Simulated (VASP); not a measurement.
# EuS (Fm-3m) in VASP: a series of runs, part 2 of 2

VASP 6.6.1. Earlier steps stand in the parts before.

### 4 Single point, LDA, non-collinear spin, typed start, spin-orbit coupling

This run uses another cell than the first one, of 26.42 Å³/atom.

INCAR

```
ALGO = Normal ; EDIFF = 1E-6
ENCUT = 600 ; GGA = CA
GGA_COMPAT = False ; ISIF = 2
ISMEAR = -1 ; LASPH = True
LCHARG = False ; LMAXMIX = 6
LORBIT = 11 ; LORBMOM = True
LREAL = False ; LSORBIT = True
LWAVE = False ; MAGMOM = 0 0 7 0 0 0
NBANDS = 35 ; NELM = 200
PREC = Accurate ; SIGMA = 0.05
```

KPOINTS

```
k-points
0
Gamma
  6 6 6
```

POSCAR

```
EuS
1.0
    0.0000000000      2.9785000000      2.9785000000
    2.9785000000      0.0000000000      2.9785000000
    2.9785000000      2.9785000000      0.0000000000
Eu S
1 1
Direct
    0.0000000000      0.0000000000      0.0000000000
    0.5000000000      0.5000000000      0.5000000000
```

Potentials or basis: VASP PAW PBE potentials, release 64 (Eu, S).

On the command line:

```console
$ cat potpaw_PBE.64/Eu/POTCAR potpaw_PBE.64/S/POTCAR > POTCAR
$ mpirun -np 1 vasp_ncl > vasp.out
```

OUTCAR:

```text
EDIFF = 1E-6
   ENCUT = 600
   GGA = CA
   ISIF = 2
   ISMEAR = -1
   LASPH = True
   LORBIT = 11
   LREAL = False
   LSORBIT = True
   NELM = 200
   PREC = Accurate

 ion  position               nearest neighbor table
   1  0.000  0.000  0.000-   2 2.98   2 2.98   2 2.98   2 2.98   2 2.98   2 2.98
   2  0.500  0.500  0.500-   1 2.98   1 2.98   1 2.98   1 2.98   1 2.98   1 2.98

  LATTYP: Found a face centered cubic cell.
 ALAT       =     5.9570000000

  Lattice vectors:

 A1 = (   0.0000000000,   2.9785000000,   2.9785000000)
 A2 = (   2.9785000000,   0.0000000000,   2.9785000000)
 A3 = (   2.9785000000,   2.9785000000,   0.0000000000)

Analysis of symmetry for initial positions (statically):
=====================================================================
 Subroutine PRICEL returns:
 Original cell was already a primitive cell.

 Routine SETGRP: Setting up the symmetry group for a
 face centered cubic supercell.

 Subroutine GETGRP returns: Found 48 space group operations
 (whereof 48 operations were pure point group operations)
 out of a pool of 48 trial point group operations.

The static configuration has the point symmetry O_h .

Analysis of symmetry for dynamics (positions and initial velocities):
=====================================================================
 Subroutine PRICEL returns:
 Original cell was already a primitive cell.

 Routine SETGRP: Setting up the symmetry group for a
 face centered cubic supercell.

 Subroutine GETGRP returns: Found 48 space group operations
 (whereof 48 operations were pure point group operations)
 out of a pool of 48 trial point group operations.

The dynamic configuration has the point symmetry O_h .

Analysis of structural, dynamic, and magnetic symmetry:
[... 1127 lines left out ...]
 ------------------------------------------------
  1         0.000  -0.000   0.000   0.000
  2         0.000   0.000   0.000   0.000
 ------------------------------------------------
            0.000  -0.000   0.000   0.000

 orbital moment (z)

 # of ion     p       d       f       tot
 ------------------------------------------------
  1        -0.012  -0.002  -0.276  -0.289
  2         0.002   0.000   0.000   0.002
 ------------------------------------------------
           -0.010  -0.002  -0.276  -0.287

 Spin-Orbit-Coupling matrix elements

 Ion:    1  E_soc:     -1.1551666
 l=   1
     0.0000000    -0.1515425    -0.1514278
    -0.1515425     0.0000000    -0.1515425
    -0.1514278    -0.1515425     0.0000000
 l=   2
     0.0000000    -0.0000906     0.0000000    -0.0000906    -0.0004339
    -0.0000906     0.0000000    -0.0004567    -0.0001197    -0.0001499
     0.0000000    -0.0004567     0.0000000    -0.0004567     0.0000000
    -0.0000906    -0.0001197    -0.0004567     0.0000000    -0.0001499
    -0.0004339    -0.0001499     0.0000000    -0.0001499     0.0000000
 l=   3
     0.0000000    -0.0056565     0.0000000     0.0000000     0.0000000    -0.0056152    -0.0128154
    -0.0056565     0.0000000    -0.0093110     0.0000000    -0.0093110    -0.0034826    -0.0056565
     0.0000000    -0.0093110     0.0000000    -0.0220965    -0.0008516    -0.0093071     0.0000000
     0.0000000     0.0000000    -0.0220965     0.0000000    -0.0220965     0.0000000     0.0000000
     0.0000000    -0.0093110    -0.0008516    -0.0220965     0.0000000    -0.0093071     0.0000000
    -0.0056152    -0.0034826    -0.0093071     0.0000000    -0.0093071     0.0000000    -0.0056152
    -0.0128154    -0.0056565     0.0000000     0.0000000     0.0000000    -0.0056152     0.0000000

 Ion:    2  E_soc:     -0.0024998
 l=   1
     0.0000000    -0.0004373    -0.0003753
    -0.0004373     0.0000000    -0.0004373
    -0.0003753    -0.0004373     0.0000000
 l=   2
     0.0000000     0.0000000     0.0000000     0.0000000     0.0000000
     0.0000000     0.0000000     0.0000000     0.0000000     0.0000000
     0.0000000     0.0000000     0.0000000     0.0000000     0.0000000
     0.0000000     0.0000000     0.0000000     0.0000000     0.0000000
     0.0000000     0.0000000     0.0000000     0.0000000     0.0000000
 l=   3
     0.0000000     0.0000000     0.0000000     0.0000000     0.0000000     0.0000000     0.0000000
     0.0000000     0.0000000     0.0000000     0.0000000     0.0000000     0.0000000     0.0000000
     0.0000000     0.0000000     0.0000000     0.0000000     0.0000000     0.0000000     0.0000000
     0.0000000     0.0000000     0.0000000     0.0000000     0.0000000     0.0000000     0.0000000
     0.0000000     0.0000000     0.0000000     0.0000000     0.0000000     0.0000000     0.0000000
     0.0000000     0.0000000     0.0000000     0.0000000     0.0000000     0.0000000     0.0000000
     0.0000000     0.0000000     0.0000000     0.0000000     0.0000000     0.0000000     0.0000000

 total charge

# of ion       s       p       d       f       tot
--------------------------------------------------
    1        2.021   5.731   0.325   6.629  14.705
    2        1.307   2.386   0.000   0.000   3.693
--------------------------------------------------
tot          3.328   8.117   0.325   6.629  18.398

 magnetization (x)

# of ion       s       p       d       f       tot
--------------------------------------------------
    1        0.000   0.000   0.000   0.000   0.000
    2        0.000   0.000   0.000   0.000   0.000
--------------------------------------------------
tot          0.000   0.000   0.000   0.000   0.000

 magnetization (y)

# of ion       s       p       d       f       tot
--------------------------------------------------
    1        0.000   0.000   0.000   0.000   0.000
    2        0.000   0.000   0.000   0.000   0.000
--------------------------------------------------
tot          0.000   0.000   0.000   0.000   0.000

 magnetization (z)

# of ion       s       p       d       f       tot
--------------------------------------------------
    1       -0.009  -0.082   0.082   6.550   6.540
    2       -0.006  -0.050   0.000   0.000  -0.055
--------------------------------------------------
tot         -0.015  -0.132   0.082   6.550   6.485
```

It took 11 min on 1 thread of Oxide Virtual Turin-like, shared host; peak memory 0.35 GiB.

What came out:

* Free energy: -21.1217 eV
* Pressure: -7.7 GPa
* Net moment: 6.88 μB per cell
* Valence electrons inside the program's atomic spheres: Eu 14.71; S 3.69

Moments on the atoms (μB; x, y, z):
```
Eu   0.00  0.00  6.54
S    0.00  0.00 -0.06
```

Caveat: the cell stands under tension; the PAW data sets were made with another functional, which shifts forces and pressure a little; a cell with one magnetic atom can't hold antiferromagnetic order, which such compounds often take; semilocal functionals describe open f shells poorly, which spoils levels, moments and volumes. The state reached can hang on the start; a lower one may exist.

### 5 Summary

```csv
level,spin,cell,k mesh,cutoff (eV),grid for exact exchange (PRECFOCK),share of exact exchange,gap on the mesh (eV),pressure (GPa),moment (μB)
PBE0,"collinear, ferromagnetic start","a = 4.227 Å, angles 60.0°, 2 atoms",4 × 4 × 4,520,Normal,0.25,1.29,-0.7,7.00
HF,"collinear, ferromagnetic start","a = 4.268 Å, angles 60.0°, 2 atoms",4 × 4 × 4,520,Normal,1,7.83,5.9,7.00
LDA,"non-collinear, typed start, SOC","a = 4.212 Å, angles 60.0°, 2 atoms",6 × 6 × 6,600,-,-,-,-7.7,6.88
```

Alike in all rows: task single point; potentials or basis VASP PAW PBE potentials, release 64 (Eu, S); smearing fermi-dirac 0.05 eV.

Caveats: some runs use coarse meshes; the PAW data sets were made with another functional, which shifts forces and pressure a little; a cell with one magnetic atom can't hold antiferromagnetic order, which such compounds often take; spin-orbit coupling is left out, which moves the levels of the heavy elements (at least some runs); the cell stands under tension (at least some runs); semilocal functionals describe open f shells poorly, which spoils levels, moments and volumes (at least some runs).

Absolute energies hang on the potentials; compare differences alone.
